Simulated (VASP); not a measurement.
# Hg (I4/mmm) in VASP: further runs

The runs below take Hg through single point, with PBE.

Everything below comes from runs of VASP 6.6.1. Logs are shortened: lines on timing, memory, paths and dates and some standing lists are left out, and cuts for length are marked.

### 1 The cell of the first run

It takes space group I4/mmm (No. 139, tetragonal). Conventional cell: a = 3.690 Å, b = 3.690 Å, c = 3.769 Å, α = 90.00°, β = 90.00°, γ = 90.00°. Hg (site symmetry 4/mmm) has 14 Hg at 3.22 to 3.77 Å within 4.2 Å.

### 2 Single point, PBE

File INCAR:

```
PREC     = Accurate       # precision mode
ENCUT    = 500            # plane-wave cutoff, eV
EDIFF    = 1E-6           # SCF threshold, eV
ISMEAR   = -1             # smearing method
SIGMA    = 0.05           # smearing width, eV
LREAL    = F              # projectors in reciprocal space
LASPH    = T              # aspherical terms in the spheres
NELM     = 120            # most SCF steps
ALGO     = Normal         # electronic algorithm
ISIF     = 2              # what is computed and relaxed
LWAVE    = F              # write WAVECAR
LCHARG   = F              # write CHGCAR
GGA      = PE             # functional
NBANDS   = 12             # bands
GGA_COMPAT= F
```

File KPOINTS:

```
regular mesh
0
Gamma
  9 9 9
```

File POSCAR:

```
Hg
1.0
   -1.8449212015      1.8449212015      1.8843496766
    1.8449212015     -1.8449212015      1.8843496766
    1.8449212015      1.8449212015     -1.8843496766
Hg
1
Direct
    0.5000000000      0.5000000000      0.0000000000
```

Potentials or basis: VASP PAW PBE potentials, release 64 (Hg).

On the command line:

```bash
$ cat potpaw_PBE.64/Hg/POTCAR > POTCAR
$ mpirun -np 1 vasp_std > vasp.out
```

OUTCAR:

```text
PREC = Accurate
   ENCUT = 500
   EDIFF = 1E-6
   ISMEAR = -1
   LREAL = F
   LASPH = T
   NELM = 120
   ISIF = 2
   GGA = PE

 ion  position               nearest neighbor table
   1  0.500  0.500  0.000-

  LATTYP: Found a body centered tetragonal cell.
 ALAT       =     3.6898424030
 C/A-ratio  =     1.0213713600

  Lattice vectors:

 A1 = (  -1.8449212015,   1.8449212015,   1.8843496766)
 A2 = (   1.8449212015,  -1.8449212015,   1.8843496766)
 A3 = (   1.8449212015,   1.8449212015,  -1.8843496766)

Analysis of symmetry for initial positions (statically):
=====================================================================
 Subroutine PRICEL returns:
 Original cell was already a primitive cell.

 Routine SETGRP: Setting up the symmetry group for a
 body centered tetragonal supercell.

 Subroutine GETGRP returns: Found 16 space group operations
 (whereof 16 operations were pure point group operations)
 out of a pool of 16 trial point group operations.

The static configuration has the point symmetry D_4h.

Analysis of symmetry for dynamics (positions and initial velocities):
=====================================================================
 Subroutine PRICEL returns:
 Original cell was already a primitive cell.

 Routine SETGRP: Setting up the symmetry group for a
 body centered tetragonal supercell.

 Subroutine GETGRP returns: Found 16 space group operations
 (whereof 16 operations were pure point group operations)
 out of a pool of 16 trial point group operations.

The dynamic configuration has the point symmetry D_4h.

 Subroutine INISYM returns: Found 16 space group operations
 (whereof 16 operations are pure point group operations),
 and found     1 'primitive' translations

----------------------------------------------------------------------------------------

                                     Primitive cell

  volume of cell :      25.6553

  direct lattice vectors                    reciprocal lattice vectors
    -1.844921202  1.844921202  1.884349677     0.000000000  0.271014285  0.265343533
     1.844921202 -1.844921202  1.884349677     0.271014285  0.000000000  0.265343533
     1.844921202  1.844921202 -1.884349677     0.271014285  0.271014285  0.000000000

  length of vectors
     3.218422313  3.218422313  3.218422313     0.379283447  0.379283447  0.383272077

  position of ions in fractional coordinates (direct lattice)
[... 75 lines left out ...]
   ENCUT  =  500.0 eV  36.75 Ry    6.06 a.u.   5.87  5.87  5.87*2*pi/ulx,y,z
   NELM   =    120;   NELMIN=  2; NELMDL= -5     # of ELM steps
   EDIFF  = 0.1E-05   stopping-criterion for ELM
   LREAL  =      F    real-space projection
[... 7 lines left out ...]
   TEBEG  =    0.0;   TEEND  =   0.0 temperature during run
   PSTRESS=    0.0 pullay stress
   NELECT =      12.0000    total number of electrons
   NUPDOWN=      -1.0000    fix difference up-down
   EMIN   =  10.00;   EMAX   =-10.00  energy-range for DOS
   EFERMI =   0.00;   METHOD = LEGACY
   ISMEAR =    -1;   SIGMA  =   0.05  broadening in eV -4-tet -1-fermi 0-gaus
   EFERMI_NEDOS =   21; number of points for ismear=-14 and -15
   IALGO  =     38    algorithm
   IMIX   =      4    mixing-type and parameters
     AMIX     =   0.40;   BMIX     =  1.00
     AMIX_MAG =   1.60;   BMIX_MAG =  1.00
  volume/ion in A,a.u.               =      25.66       173.13
  Fermi-wavevector in a.u.,A,eV,Ry     =   1.270797  2.401458 21.972391  1.614925
  Thomas-Fermi vector in A             =   2.403765
   LORBIT       =      0    0 simple, 1 ext, 2 COOP (PROOUT), +10 PAW based schemes
   GGA     = PE    functional components
   LHFCALC =     F    Hartree Fock is set to
   AEXX    =    0.0000 exact exchange contribution
   IVDW    =     0    specifies the selected vdW correction
   LEPSILON=     F    determine dielectric tensor
   LRPA    =     F    only Hartree local field effects (RPA)
 non-spin polarized calculation
  energy-cutoff  :      500.00
  volume of cell :       25.66
 maximum number of plane-waves:       670
   NGX = 11   NGY = 11   NGZ = 11

 number of electron      12.0000003 magnetization

 Free energy of the ion-electron system (eV)
  ---------------------------------------------------
  ext. energy  EPLUGINS =         0.00000000
  ---------------------------------------------------
  free energy    TOTEN  =        -0.15848501 eV

  energy without entropy =       -0.15575274  energy(sigma->0) =       -0.15711887

 E-fermi :   1.8444     XC(G=0): -10.4039

 val. band max:        1.7956090656   @ k =  -0.4444   0.4444   0.3333
 cond. band min:       1.8565878768   @ k =  -0.4444  -0.4444   0.2222
 fundamental gap:      0.0609788112
 Fermi energy:         1.8444205537

 k-point     1 :       0.0000    0.0000    0.0000
  band No.  band energies     occupation
      1      -6.2690      2.00000
      2      -4.7546      2.00000
      3      -4.7546      2.00000
      4      -4.7043      2.00000
      5      -4.0054      2.00000
      6      -3.9517      2.00000
      7      16.8452      0.00000
      8      17.0091      0.00000
      9      17.0091      0.00000
     10      17.1269      0.00000
     11      17.5118      0.00000
     12      17.5118      0.00000
[... 331 lines left out ...]
 k-point    24 :       0.4444    0.4444    0.0000
  band No.  band energies     occupation
      1      -5.3272      2.00000
      2      -5.0986      2.00000
      3      -4.0076      2.00000
      4      -3.9949      2.00000
      5      -3.5454      2.00000
      6       0.8349      2.00000
      7       1.5586      1.99344
      8       9.3310      0.00000
      9      11.5391      0.00000
     10      16.5231      0.00000
     11      18.3513      0.00000
     12      21.5425      0.00000

 [... further k-points ...]

------------------------ aborting loop because EDIFF is reached ----------------------------------------

  FORCE on cell =-STRESS in cart. coord.  units (eV):
  Direction    XX          YY          ZZ          XY          YZ          ZX
  --------------------------------------------------------------------------------------
  -------------------------------------------------------------------------------------
  Total        0.3648777      0.3648777      0.4259242      0.0000000     -0.0000000      0.0000000
  in kB       22.7866681     22.7866681     26.5990281      0.0000000     -0.0000000      0.0000000
  external PRESSURE =      24.0574548 kB  Pullay stress =       0.0000000 kB

 VOLUME and BASIS-vectors are now :
 -----------------------------------------------------------------------------
  energy-cutoff  :      500.00
  volume of cell :       25.66
      direct lattice vectors                 reciprocal lattice vectors
    -1.844921202  1.844921202  1.884349677     0.000000000  0.271014285  0.265343533
     1.844921202 -1.844921202  1.884349677     0.271014285  0.000000000  0.265343533
     1.844921202  1.844921202 -1.884349677     0.271014285  0.271014285  0.000000000

 POSITION                                       TOTAL-FORCE (eV/Angst)
 -----------------------------------------------------------------------------------
      0.00000      0.00000      1.88435        -0.000000      0.000000      0.000000
 -----------------------------------------------------------------------------------
    total drift:                               -0.000000      0.000000      0.000000

  FREE ENERGIE OF THE ION-ELECTRON SYSTEM (eV)
  ---------------------------------------------------
  free  energy   TOTEN  =        -0.1584850089 eV

  energy  without entropy=       -0.1557527409  energy(sigma->0) =       -0.15711887
```

OSZICAR:

```text
N       E                     dE             d eps       ncg     rms          rms(c)
DAV:   1     0.702908262584E+02    0.70291E+02   -0.63326E+03  1864   0.928E+02
DAV:   2     0.107372373537E+01   -0.69217E+02   -0.65238E+02  1956   0.223E+02
DAV:   3    -0.180064923306E+00   -0.12538E+01   -0.12530E+01  2088   0.332E+01
DAV:   4    -0.181288411488E+00   -0.12235E-02   -0.12235E-02  1984   0.107E+00
DAV:   5    -0.181290183336E+00   -0.17718E-05   -0.17720E-05  2068   0.396E-02    0.278E+00
DAV:   6    -0.159659919600E+00    0.21630E-01   -0.55033E-02  2096   0.263E+00    0.212E+00
DAV:   7    -0.158343035680E+00    0.13169E-02   -0.79516E-03  2064   0.874E-01    0.953E-01
DAV:   8    -0.158457376551E+00   -0.11434E-03   -0.86725E-04  1900   0.363E-01    0.365E-02
DAV:   9    -0.158479386406E+00   -0.22010E-04   -0.11460E-05  2024   0.315E-02    0.146E-02
DAV:  10    -0.158485077792E+00   -0.56914E-05   -0.57821E-06  1884   0.241E-02    0.673E-04
DAV:  11    -0.158485008902E+00    0.68890E-07   -0.26757E-08  1044   0.111E-03
   1 F= -.15848501E+00 E0= -.15711887E+00  d E =-.273227E-02
```

stdout:

```text
POSCAR found type information on POSCAR Hg
 POSCAR found :  1 types and       1 ions
 scaLAPACK will be used
 LDA part: xc-table for (Slater+PW92), standard interpolation
 POSCAR, INCAR and KPOINTS ok, starting setup
 FFT: planning ... GRIDC
 FFT: planning ... GRID_SOFT
 FFT: planning ... GRID
 WAVECAR not read
 entering main loop
```

Run time: 5.1 s. Hardware: 1 thread of Intel Xeon 6975P-C (Granite Rapids), shared host; peak memory 0.15 GiB.

What came out:

| Property | Result |
| --- | --- |
| Free energy | -0.1585 eV |
| Pressure | 2.4 GPa |
| Band gap on the k mesh | zero (bands 6 and 7 overlap by 2.03 eV) |

Stress tensor (GPa, compression positive):
```
2.28 0.00 0.00
0.00 2.28 0.00
0.00 0.00 2.66
```

Levels at points of the mesh, in eV from the Fermi level:
| k point | band 3 | band 4 | band 5 | band 6 | band 7 | band 8 | band 9 | band 10 |
| --- | --- | --- | --- | --- | --- | --- | --- | --- |
| (0.00, 0.00, 0.00) | -6.60 | -6.55 | -5.85 | -5.80 | 15.00 | 15.16 | 15.16 | 15.28 |

Caveat: spin-orbit coupling is left out, which moves the levels of the heavy elements.

### 3 Single point, PBE

This run uses another cell than the first one, of 26.47 Å³/atom.

File INCAR:

```
  ALGO = Normal
  EDIFF = 1E-6
  ENCUT = 500
  GGA = PE
  GGA_COMPAT = False
  ISIF = 2
  ISMEAR = -1
  LASPH = True
  LCHARG = False
  LREAL = False
  LWAVE = False
  NBANDS = 12
  NELM = 120
  PREC = Accurate
  SIGMA = 0.05
```

File KPOINTS:

```
k-points
0
Gamma
  9 9 9
```

File POSCAR:

```
Hg
1.0
   -1.8641405139      1.8641405139      1.9039797318
    1.8641405139     -1.8641405139      1.9039797318
    1.8641405139      1.8641405139     -1.9039797318
Hg
1
Direct
    0.5000000000      0.5000000000      0.0000000000
```

Potentials or basis: VASP PAW PBE potentials, release 64 (Hg).

On the command line:

```bash
$ cat potpaw_PBE.64/Hg/POTCAR > POTCAR
$ mpirun -np 1 vasp_std > vasp.out
```

Run time: 5.1 s. Hardware: 1 thread of Intel Xeon 6975P-C (Granite Rapids), shared host; peak memory 0.15 GiB.

The run converged. Its results:

```yaml
Free_energy: -0.1687 eV
Pressure: 1.5 GPa
Band_gap_on_the_k_mesh: zero (bands 6 and 7 overlap by 1.83 eV)
```

Stress tensor (GPa, compression positive):
```
1.39 0.00 0.00
0.00 1.39 0.00
0.00 0.00 1.76
```

Levels at points of the mesh, in eV from the Fermi level:
```tsv
k point	band 4	band 5	band 6	band 7	band 8	band 9
(0.00, 0.00, 0.00)	-6.41	-5.75	-5.70	14.94	14.95	15.00
```

Caveat: spin-orbit coupling is left out, which moves the levels of the heavy elements.

### 4 Single point, PBE

This run uses another cell than the first one, of 27.28 Å³/atom.

File INCAR:

```
  PREC = Accurate
  ENCUT = 500
  EDIFF = 1E-6
  ISMEAR = -1
  SIGMA = 0.05
  LREAL = False
  LASPH = True
  NELM = 120
  ALGO = Normal
  ISIF = 2
  LWAVE = False
  LCHARG = True
  GGA = PE
  LELF = True
  LVHAR = True
  NBANDS = 12
  GGA_COMPAT = False
```

File KPOINTS:

```
regular mesh
0
Gamma
  9 9 9
```

File POSCAR:

```
Hg
1.0
   -1.8829714906      1.8829714906      1.9232131521
    1.8829714906     -1.8829714906      1.9232131521
    1.8829714906      1.8829714906     -1.9232131521
Hg
1
Direct
    0.5000000000      0.5000000000      0.0000000000
```

On the command line:

```bash
$ cat potpaw_PBE.64/Hg/POTCAR > POTCAR
$ mpirun -np 1 vasp_std > vasp.out
```

Wall time 5.6 s (1 thread of Intel Xeon 6975P-C (Granite Rapids), shared host); peak memory 0.15 GiB.

The run converged. Its results:

| Property | Result |
| --- | --- |
| Free energy | -0.1754 eV |
| Pressure | 1.1 GPa |
| Band gap on the k mesh | zero (bands 6 and 7 overlap by 1.64 eV) |

Stress tensor (GPa, compression positive):
```
0.98 0.00 0.00
0.00 0.98 0.00
0.00 0.00 1.19
```

Levels at points of the mesh, in eV from the Fermi level:
| k point | band 4 | band 5 | band 6 | band 7 | band 8 | band 9 |
| --- | --- | --- | --- | --- | --- | --- |
| (0.00, 0.00, 0.00) | -6.31 | -5.69 | -5.65 | 14.59 | 14.72 | 14.72 |

Caveat: spin-orbit coupling is left out, which moves the levels of the heavy elements.

### 5 Overview

```csv
cell,gap on the mesh (eV),pressure (GPa)
"a = 3.218 Å, angles 110.0, 110.0, 108.3°, 1 atom",none,2.4
"a = 3.252 Å, angles 110.0, 110.0, 108.3°, 1 atom",none,1.5
"a = 3.285 Å, angles 110.0, 110.0, 108.3°, 1 atom",none,1.1
```

Alike in all rows: task single point; level PBE; potentials or basis VASP PAW PBE potentials, release 64 (Hg); no spin polarisation; k mesh 9 × 9 × 9; cutoff (eV) 500; smearing fermi-dirac 0.05 eV.

Caveats: spin-orbit coupling is left out, which moves the levels of the heavy elements.

Total energies depend on the potentials used, so only differences within one code and one set of settings carry meaning.
